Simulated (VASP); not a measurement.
# KBr: single point with PBEsol

Crystal: KBr.

```xyz
4
Lattice="0.0000 6.6000 6.6000 3.3000 0.0000 3.3000 3.3000 3.3000 0.0000" Properties=species:S:1:pos:R:3 pbc="T T T"
K    -0.0189    0.0906   -0.0110
K    -0.0513    3.2095    3.2286
Br    3.4127    3.2152    3.3389
Br    3.2217    6.6847    6.6014
```

| Quantity | Value |
| --- | --- |
| Program | VASP 6.6.1 |
| Task | single point |
| Functional | PBEsol |
| Potentials or basis | VASP PAW PBE potentials, release 64 (K_sv, Br) |
| Cutoff | 520 eV |
| k mesh | 3 × 5 × 5 |
| Occupations | fermi-dirac, width 0.08 eV |
| Spin | no spin polarisation |

```yaml
Pressure: -0.1 GPa
Largest_force: 0.309 eV/Å
Band_gap_on_the_k_mesh: 4.19 eV
```

Forces on the atoms (eV/Å):
```
K    0.108 -0.212 -0.030
K   -0.013  0.126  0.171
Br  -0.219  0.213 -0.050
Br   0.124 -0.127 -0.091
```

Stress tensor (GPa, compression positive):
```
-0.09  0.05 -0.01
 0.05 -0.01 -0.01
-0.01 -0.01 -0.22
```

Levels at points of the mesh, in eV from the valence-band top:
```tsv
k point	band 12	band 13	band 14	band 15	band 16	band 17	band 18	band 19	band 20	band 21
(0.00, 0.00, 0.00)	-0.48	-0.45	-0.06	-0.02	0.00	4.19	6.37	7.35	7.45	7.47
```

Wall time 92 s on 1 thread of Intel(R) Xeon(R) 6975P-C (Granite Rapids), on a shared host, peak memory 0.33 GiB.

Caveat: the PAW data sets were made with another functional, which shifts forces and pressure a little. As with any semilocal functional, this PBEsol gap is likely too small.
